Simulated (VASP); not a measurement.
# SnO2 (R-3m) in VASP: a series of runs

SnO2 is run at these levels: PBEsol; tasks: single point.

All numbers are computed with VASP 6.6.1; they aren't measurements. Logs are shortened: lines on timing, memory, paths and dates and some standing lists are left out, and cuts for length are marked.

**1. The cell of the first run**

It takes space group R-3m (No. 166, trigonal). The conventional cell has a = 3.261 Å, b = 3.261 Å, c = 14.521 Å, α = 90.00°, β = 90.00°, γ = 120.00°. Sn (site symmetry -3m) has 6 O at 2.14 Å within 2.8 Å. O (site symmetry 3m) has 3 Sn at 2.14 Å and 3 O at 2.78 Å within 2.8 Å.

**2. Single point, PBEsol**

INCAR reads:

```
SYSTEM = SnO2
  ALGO = Normal
  EDIFF = 1E-6
  ENCUT = 520
  GGA = PS
  ISIF = 2
  ISMEAR = 1
  LASPH = .True.
  LCHARG = .False.
  LREAL = .False.
  LWAVE = .False.
  NBANDS = 20
  NELM = 100
  PREC = Accurate
  SIGMA = 0.02
```

KPOINTS reads:

```
k-points
0
Gamma
  8 8 8
  0 0 0
```

POSCAR reads:

```
SnO2
1.0
    1.6304580917      0.9413454131      4.8402686981
   -1.6304580917      0.9413454131      4.8402686981
    0.0000000000     -1.8826908261      4.8402686981
Sn O
1 2
Direct
    0.5000000000      0.5000000000      0.5000000000
    0.2371700000      0.2371700000      0.2371700000
    0.7628300000      0.7628300000      0.7628300000
```

Potentials or basis: VASP PAW PBE potentials, release 64 (Sn_d, O).

Started as:

```sh
$ cat potpaw_PBE.64/Sn_d/POTCAR potpaw_PBE.64/O/POTCAR > POTCAR
$ mpirun -np 1 vasp_std > vasp.out
```

OUTCAR:

```text
SYSTEM = SnO2
   EDIFF = 1E-6
   ENCUT = 520
   GGA = PS
   ISIF = 2
   ISMEAR = 1
   LASPH = .True.
   LREAL = .False.
   NELM = 100
   PREC = Accurate

 ion  position               nearest neighbor table
   1  0.500  0.500  0.500-   2 2.14   3 2.14   2 2.14   2 2.14   3 2.14   3 2.14
   2  0.237  0.237  0.237-   1 2.14   1 2.14   1 2.14
   3  0.763  0.763  0.763-   1 2.14   1 2.14   1 2.14

  LATTYP: Found a trigonal (rhomboedric) cell.
 ALAT       =     5.1935273028
 COS(alpha) =     0.8028828377

  Lattice vectors:

 A1 = (   1.6304580917,   0.9413454131,   4.8402686981)
 A2 = (  -1.6304580917,   0.9413454131,   4.8402686981)
 A3 = (   0.0000000000,  -1.8826908261,   4.8402686981)

Analysis of symmetry for initial positions (statically):
=====================================================================
 Subroutine PRICEL returns:
 Original cell was already a primitive cell.

 Routine SETGRP: Setting up the symmetry group for a
 trigonal (rhombohedral) supercell.

 Subroutine GETGRP returns: Found 12 space group operations
 (whereof 12 operations were pure point group operations)
 out of a pool of 12 trial point group operations.

The static configuration has the point symmetry D_3d.

Analysis of symmetry for dynamics (positions and initial velocities):
=====================================================================
 Subroutine PRICEL returns:
 Original cell was already a primitive cell.

 Routine SETGRP: Setting up the symmetry group for a
 trigonal (rhombohedral) supercell.

 Subroutine GETGRP returns: Found 12 space group operations
 (whereof 12 operations were pure point group operations)
 out of a pool of 12 trial point group operations.

The dynamic configuration has the point symmetry D_3d.

 Subroutine INISYM returns: Found 12 space group operations
 (whereof 12 operations are pure point group operations),
 and found     1 'primitive' translations

----------------------------------------------------------------------------------------

                                     Primitive cell

  volume of cell :      44.5738

  direct lattice vectors                    reciprocal lattice vectors
     1.630458092  0.941345413  4.840268698     0.306662283  0.177051552  0.068866700
    -1.630458092  0.941345413  4.840268698    -0.306662283  0.177051552  0.068866700
     0.000000000 -1.882690826  4.840268698     0.000000000 -0.354103105  0.068866700

  length of vectors
     5.193527303  5.193527303  5.193527300     0.360737619  0.360737619  0.360737621

  position of ions in fractional coordinates (direct lattice)
     0.500000000  0.500000000  0.500000000
     0.237170000  0.237170000  0.237170000
     0.762830000  0.762830000  0.762830000

  ion indices of the primitive-cell ions
   primitive index   ion index
                 1           1
                 2           2
                 3           3

----------------------------------------------------------------------------------------

 KPOINTS: k-points

Automatic generation of k-mesh.
 Grid dimensions read from file:
 generate k-points for:    8    8    8

 Generating k-lattice:

  Cartesian coordinates                     Fractional coordinates (reciprocal lattice)
     0.038332785  0.022131444  0.008608338     0.125000000  0.000000000  0.000000000
    -0.038332785  0.022131444  0.008608338     0.000000000  0.125000000  0.000000000
     0.000000000 -0.044262888  0.008608338     0.000000000  0.000000000  0.125000000

  Length of vectors
     0.045092202  0.045092202  0.045092203

  Shift w.r.t. Gamma in fractional coordinates (k-lattice)
     0.000000000  0.000000000  0.000000000

 Subroutine IBZKPT returns following result:
 ===========================================

 Found     65 irreducible k-points:

 Following reciprocal coordinates:
            Coordinates               Weight
  0.000000  0.000000  0.000000      1.000000
  0.125000  0.000000  0.000000      6.000000
  0.250000  0.000000  0.000000      6.000000
  0.375000  0.000000  0.000000      6.000000
  0.500000  0.000000  0.000000      3.000000
  0.125000  0.125000  0.000000      6.000000
[... 16 lines left out ...]
  0.250000  0.125000  0.125000      6.000000
  0.375000  0.125000  0.125000      6.000000
 [... further k-points ...]
   k-points           NKPTS =     65   k-points in BZ     NKDIM =     65   number of bands    NBANDS=     20
   number of dos      NEDOS =    301   number of ions     NIONS =      3
   total plane-waves  NPLWV =  64000
   dimension x,y,z NGX =    40 NGY =   40 NGZ =   40
   dimension x,y,z NGXF=    80 NGYF=   80 NGZF=   80
   ions per type =               1   2
   NGX,Y,Z   is equivalent  to a cutoff of  12.80, 12.80, 12.80 a.u.
   NGXF,Y,Z  is equivalent  to a cutoff of  25.61, 25.61, 25.61 a.u.
 SYSTEM =  SnO2
   PREC   = accura    normal or accurate (medium, high low for compatibility)
   ISTART =      0    job   : 0-new  1-cont  2-samecut
   ICHARG =      2    charge: 1-file 2-atom 10-const
   ISPIN  =      1    spin polarized calculation?
   LNONCOLLINEAR =      F non collinear calculations
   LSORBIT =      F    spin-orbit coupling
   LASPH  =      T    aspherical Exc in radial PAW
   ENCUT  =  520.0 eV  38.22 Ry    6.18 a.u.   9.66  9.66  9.66*2*pi/ulx,y,z
   NELM   =    100;   NELMIN=  2; NELMDL= -5     # of ELM steps
   EDIFF  = 0.1E-05   stopping-criterion for ELM
   LREAL  =      F    real-space projection
   EDIFFG = 0.1E-04   stopping-criterion for IOM
   NSW    =      0    number of steps for IOM
   IBRION =     -1    ionic relax: 0-MD 1-quasi-New 2-CG
   NFREE  =      0    steps in history (QN), initial steepest desc. (CG)
   ISIF   =      2    stress and relaxation
   ISYM   =      2    0-nonsym 1-usesym 2-fastsym
   POTIM  = 0.5000    time-step for ionic-motion
   TEBEG  =    0.0;   TEEND  =   0.0 temperature during run
   PSTRESS=    0.0 pullay stress
   NELECT =      26.0000    total number of electrons
   NUPDOWN=      -1.0000    fix difference up-down
   EMIN   =  10.00;   EMAX   =-10.00  energy-range for DOS
   EFERMI =   0.00;   METHOD = LEGACY
   ISMEAR =     1;   SIGMA  =   0.02  broadening in eV -4-tet -1-fermi 0-gaus
   EFERMI_NEDOS =   21; number of points for ismear=-14 and -15
   IALGO  =     38    algorithm
   IMIX   =      4    mixing-type and parameters
     AMIX     =   0.40;   BMIX     =  1.00
     AMIX_MAG =   1.60;   BMIX_MAG =  1.00
  volume/ion in A,a.u.               =      14.86       100.27
  Fermi-wavevector in a.u.,A,eV,Ry     =   1.367853  2.584868 25.456805  1.871022
  Thomas-Fermi vector in A             =   2.493869
   LORBIT       =      0    0 simple, 1 ext, 2 COOP (PROOUT), +10 PAW based schemes
   GGA     = PS    functional components
   LHFCALC =     F    Hartree Fock is set to
   AEXX    =    0.0000 exact exchange contribution
   IVDW    =     0    specifies the selected vdW correction
   LEPSILON=     F    determine dielectric tensor
   LRPA    =     F    only Hartree local field effects (RPA)
 non-spin polarized calculation
 Methfessel and Paxton  Order N= 1 SIGMA  =   0.02
  energy-cutoff  :      520.00
  volume of cell :       44.57
 maximum number of plane-waves:      1216
   NGX = 19   NGY = 19   NGZ = 19

 number of electron      25.9999998 magnetization

 Free energy of the ion-electron system (eV)
  ---------------------------------------------------
  ext. energy  EPLUGINS =         0.00000000
  ---------------------------------------------------
  free energy    TOTEN  =       -19.25635851 eV

  energy without entropy =      -19.25642225  energy(sigma->0) =      -19.25637975

 E-fermi :   2.9625     XC(G=0): -10.0954

 val. band max:        2.9474038105   @ k =  -0.1250   0.1250   0.0000
 cond. band min:       4.6478752928   @ k =   0.0000   0.0000   0.0000
 fundamental gap:      1.7004714823
 Fermi energy:         2.9624688952

 k-point     1 :       0.0000    0.0000    0.0000
  band No.  band energies     occupation
      1     -16.9658      2.00000
      2     -16.7771      2.00000
      3     -16.7771      2.00000
      4     -16.6169      2.00000
      5     -16.6169      2.00000
      6     -14.8128      2.00000
[... 12 lines left out ...]
     19      19.7173      0.00000
     20      19.7197      0.00000

 k-point     2 :       0.1250    0.0000    0.0000
  band No.  band energies     occupation
      1     -16.9349      2.00000
      2     -16.8656      2.00000
      3     -16.7490      2.00000
      4     -16.6408      2.00000
      5     -16.6160      2.00000
      6     -14.7001      2.00000
[... 12 lines left out ...]
     19      17.4881      0.00000
     20      19.8244      0.00000

 k-point     3 :       0.2500    0.0000    0.0000
  band No.  band energies     occupation
      1     -17.1662      2.00000
      2     -16.7836      2.00000
      3     -16.7052      2.00000
      4     -16.6647      2.00000
      5     -16.5884      2.00000
      6     -14.3555      2.00000
[... 12 lines left out ...]
     19      15.9561      0.00000
     20      19.6690      0.00000

 k-point     4 :       0.3750    0.0000    0.0000
  band No.  band energies     occupation
      1     -17.3977      2.00000
      2     -16.7476      2.00000
      3     -16.6996      2.00000
      4     -16.6225      2.00000
      5     -16.5206      2.00000
      6     -13.8844      2.00000
[... 12 lines left out ...]
     19      15.4057      0.00000
     20      17.4676      0.00000

 k-point     5 :       0.5000    0.0000    0.0000
  band No.  band energies     occupation
      1     -17.4862      2.00000
      2     -16.7533      2.00000
      3     -16.7024      2.00000
      4     -16.5883      2.00000
      5     -16.4867      2.00000
      6     -13.6329      2.00000
[... 12 lines left out ...]
     19      15.9220      0.00000
     20      16.1210      0.00000

 k-point     6 :       0.1250    0.1250    0.0000
  band No.  band energies     occupation
      1     -16.9349      2.00000
      2     -16.8654      2.00000
      3     -16.7490      2.00000
      4     -16.6409      2.00000
      5     -16.6160      2.00000
      6     -14.6970      2.00000
[... 12 lines left out ...]
     19      17.3933      0.00000
     20      19.8855      0.00000

 k-point     7 :       0.2500    0.1250    0.0000
  band No.  band energies     occupation
      1     -17.0508      2.00000
      2     -16.8727      2.00000
      3     -16.7010      2.00000
      4     -16.6629      2.00000
      5     -16.6007      2.00000
      6     -14.4505      2.00000
[... 12 lines left out ...]
     19      16.3646      0.00000
     20      19.1851      0.00000
[... 277 lines left out ...]
 k-point    20 :      -0.3750    0.3750    0.0000
  band No.  band energies     occupation
      1     -17.2782      2.00000
      2     -17.0139      2.00000
      3     -16.6757      2.00000
      4     -16.6082      2.00000
      5     -16.5938      2.00000
      6     -12.9643      2.00000
[... 12 lines left out ...]
     19      16.3855      0.00000
     20      18.9169      0.00000

 k-point    21 :       0.5000    0.5000    0.0000
  band No.  band energies     occupation
      1     -17.4847      2.00000
      2     -16.7528      2.00000
      3     -16.7018      2.00000
      4     -16.5878      2.00000
      5     -16.4867      2.00000
      6     -13.6604      2.00000
[... 12 lines left out ...]
     19      15.2621      0.00000
     20      19.2876      0.00000

 k-point    22 :       0.1250    0.1250    0.1250
  band No.  band energies     occupation
      1     -16.9659      2.00000
      2     -16.7771      2.00000
      3     -16.7771      2.00000
      4     -16.6169      2.00000
      5     -16.6169      2.00000
      6     -14.7995      2.00000
[... 12 lines left out ...]
     19      19.7216      0.00000
     20      19.7477      0.00000

 k-point    23 :       0.2500    0.1250    0.1250
  band No.  band energies     occupation
      1     -16.9352      2.00000
      2     -16.8661      2.00000
      3     -16.7490      2.00000
      4     -16.6409      2.00000
      5     -16.6160      2.00000
      6     -14.6784      2.00000
[... 12 lines left out ...]
     19      17.4736      0.00000
     20      19.8594      0.00000

 k-point    24 :       0.3750    0.1250    0.1250
  band No.  band energies     occupation
      1     -17.1674      2.00000
      2     -16.7843      2.00000
      3     -16.7051      2.00000
      4     -16.6647      2.00000
      5     -16.5885      2.00000
      6     -14.3282      2.00000
[... 12 lines left out ...]
     19      15.9178      0.00000
     20      18.9511      0.00000

 [... further k-points ...]
[... 5 lines left out ...]
  --------------------------------------------------------------------------------------
  -------------------------------------------------------------------------------------
  Total       -2.4677965     -2.4677965     -1.5014112      0.0000000     -0.0000000      0.0000000
  in kB      -88.7034593    -88.7034584    -53.9673213      0.0000000     -0.0000000      0.0000000
  external PRESSURE =     -77.1247463 kB  Pullay stress =       0.0000000 kB

 VOLUME and BASIS-vectors are now :
 -----------------------------------------------------------------------------
  energy-cutoff  :      520.00
  volume of cell :       44.57
      direct lattice vectors                 reciprocal lattice vectors
     1.630458092  0.941345413  4.840268698     0.306662283  0.177051552  0.068866700
    -1.630458092  0.941345413  4.840268698    -0.306662283  0.177051552  0.068866700
     0.000000000 -1.882690826  4.840268698     0.000000000 -0.354103105  0.068866700

 POSITION                                       TOTAL-FORCE (eV/Angst)
 -----------------------------------------------------------------------------------
      0.00000      0.00000      7.26040        -0.000000      0.000000      0.000000
      0.00000      0.00000      3.44390         0.000000     -0.000000     -0.586550
      0.00000      0.00000     11.07691         0.000000      0.000000      0.586550
 -----------------------------------------------------------------------------------
    total drift:                                0.000000      0.000000      0.000000

  FREE ENERGIE OF THE ION-ELECTRON SYSTEM (eV)
  ---------------------------------------------------
  free  energy   TOTEN  =       -19.2563585054 eV

  energy  without entropy=      -19.2564222482  energy(sigma->0) =      -19.25637975
```

It took 48 s on 1 thread of Intel Xeon 6975P-C (Granite Rapids), shared host; peak memory 0.26 GiB.

Results:

```yaml
Free_energy: -19.2564 eV
Pressure: -7.7 GPa
Largest_force: 0.587 eV/Å
Band_gap_on_the_k_mesh: 1.70 eV, indirect (least direct gap 1.80 eV)
```

Forces in eV/Å, atoms in the order of the input:
```
Sn   0.000  0.000  0.000
O    0.000  0.000 -0.587
O    0.000  0.000  0.587
```

Caveat: the PAW data sets were made with another functional, which shifts forces and pressure a little; spin-orbit coupling is left out, which moves the levels of the heavy elements.

**3. Single point, PBEsol**

This run uses another cell than the first one, of 15.22 Å³/atom, 1.024 times its volume.

INCAR reads:

```
PREC     = Accurate       # precision mode
ENCUT    = 520            # plane-wave cutoff, eV
EDIFF    = 1E-6           # SCF threshold, eV
ISMEAR   = 1              # smearing method
SIGMA    = 0.02           # smearing width, eV
LREAL    = False          # projectors in reciprocal space
LASPH    = True           # aspherical terms in the spheres
NELM     = 80             # most SCF steps
ALGO     = Normal         # electronic algorithm
ISIF     = 2              # what is computed and relaxed
LWAVE    = False          # write WAVECAR
LCHARG   = True           # write CHGCAR
GGA      = PS             # functional
LELF     = True           # ELF
LVHAR    = True         
NBANDS   = 20             # bands
```

KPOINTS reads:

```
regular mesh
0
Gamma
  8 8 8
```

POSCAR reads:

```
SnO2
1.0
    1.6436075151      0.9489372362      4.8793048089
   -1.6436075151      0.9489372362      4.8793048089
    0.0000000000     -1.8978744724      4.8793048089
Sn O
1 2
Direct
    0.5000000000      0.5000000000      0.5000000000
    0.2371700000      0.2371700000      0.2371700000
    0.7628300000      0.7628300000      0.7628300000
```

Potentials or basis: VASP PAW PBE potentials, release 64 (Sn_d, O).

Started as:

```sh
$ cat potpaw_PBE.64/Sn_d/POTCAR potpaw_PBE.64/O/POTCAR > POTCAR
$ mpirun -np 1 vasp_std > vasp.out
```

OUTCAR:

```text
PREC = Accurate
   ENCUT = 520
   EDIFF = 1E-6
   ISMEAR = 1
   LREAL = False
   LASPH = True
   NELM = 80
   ISIF = 2
   GGA = PS

 ion  position               nearest neighbor table
   1  0.500  0.500  0.500-   2 2.16   3 2.16   2 2.16   2 2.16   3 2.16   3 2.16
   2  0.237  0.237  0.237-   1 2.16   1 2.16   1 2.16
   3  0.763  0.763  0.763-   1 2.16   1 2.16   1 2.16

  LATTYP: Found a trigonal (rhomboedric) cell.
 ALAT       =     5.2354123964
 COS(alpha) =     0.8028828377

  Lattice vectors:
[... 743 lines left out ...]

  FORCE on cell =-STRESS in cart. coord.  units (eV):
  Direction    XX          YY          ZZ          XY          YZ          ZX
  --------------------------------------------------------------------------------------
  -------------------------------------------------------------------------------------
  Total       -3.4475234     -3.4475234     -1.9747823      0.0000000     -0.0000000     -0.0000000
  in kB     -120.9686971   -120.9686958    -69.2923024      0.0000000     -0.0000000     -0.0000000
  external PRESSURE =    -103.7432317 kB  Pullay stress =       0.0000000 kB

 VOLUME and BASIS-vectors are now :
 -----------------------------------------------------------------------------
  energy-cutoff  :      520.00
  volume of cell :       45.66
      direct lattice vectors                 reciprocal lattice vectors
     1.643607515  0.948937236  4.879304809     0.304208879  0.175635079  0.068315743
    -1.643607515  0.948937236  4.879304809    -0.304208879  0.175635079  0.068315743
     0.000000000 -1.897874472  4.879304809     0.000000000 -0.351270158  0.068315743

 POSITION                                       TOTAL-FORCE (eV/Angst)
 -----------------------------------------------------------------------------------
      0.00000      0.00000      7.31896         0.000000      0.000000     -0.000000
      0.00000      0.00000      3.47167        -0.000000     -0.000000     -0.800402
      0.00000      0.00000     11.16624        -0.000000     -0.000000      0.800402
 -----------------------------------------------------------------------------------
    total drift:                                0.000000      0.000000      0.000000

  FREE ENERGIE OF THE ION-ELECTRON SYSTEM (eV)
  ---------------------------------------------------
  free  energy   TOTEN  =       -19.1961018174 eV

  energy  without entropy=      -19.1961663140  energy(sigma->0) =      -19.19612332
```

stdout:

```text
POSCAR found type information on POSCAR SnO
 POSCAR found :  2 types and       3 ions
 scaLAPACK will be used
 -----------------------------------------------------------------------------
|                                                                             |
|                                                                             |
|     You enforced a specific xc type in the INCAR file but a different       |
|     I HOPE YOU KNOW WHAT YOU ARE DOING!                                     |
|                                                                             |
 -----------------------------------------------------------------------------

 LDA part: xc-table for (Slater+PW92), standard interpolation
 POSCAR, INCAR and KPOINTS ok, starting setup
 FFT: planning ... GRIDC
 FFT: planning ... GRID_SOFT
 FFT: planning ... GRID
 WAVECAR not read
 entering main loop
```

Run time: 48 s. Hardware: 1 thread of Intel Xeon 6975P-C (Granite Rapids), shared host; peak memory 0.26 GiB.

Results:

```yaml
Free_energy: -19.1961 eV
Pressure: -10.4 GPa
Largest_force: 0.800 eV/Å
Band_gap_on_the_k_mesh: 1.56 eV, indirect (least direct gap 1.65 eV)
```

Forces on the atoms (eV/Å):
```
Sn   0.000  0.000  0.000
O    0.000  0.000 -0.800
O    0.000  0.000  0.800
```

Levels at points of the mesh, in eV from the valence-band top:
```tsv
k point	band 10	band 11	band 12	band 13	band 14	band 15	band 16	band 17
(0.00, 0.00, 0.00)	-1.24	-0.91	-0.91	-0.09	1.56	5.33	10.43	10.43
(0.50, 0.00, 0.00)	-2.84	-1.41	-0.61	-0.53	4.77	7.26	9.56	11.85
(0.50, 0.50, 0.00)	-2.92	-1.10	-0.49	-0.04	4.53	6.50	10.12	10.91
(0.50, 0.50, 0.50)	-1.29	-1.15	-0.86	-0.86	2.76	5.24	10.58	10.58
```

Caveat: the PAW data sets were made with another functional, which shifts forces and pressure a little; spin-orbit coupling is left out, which moves the levels of the heavy elements. A k mesh can miss the band edges.

(Part 1 of 2 ends here.)
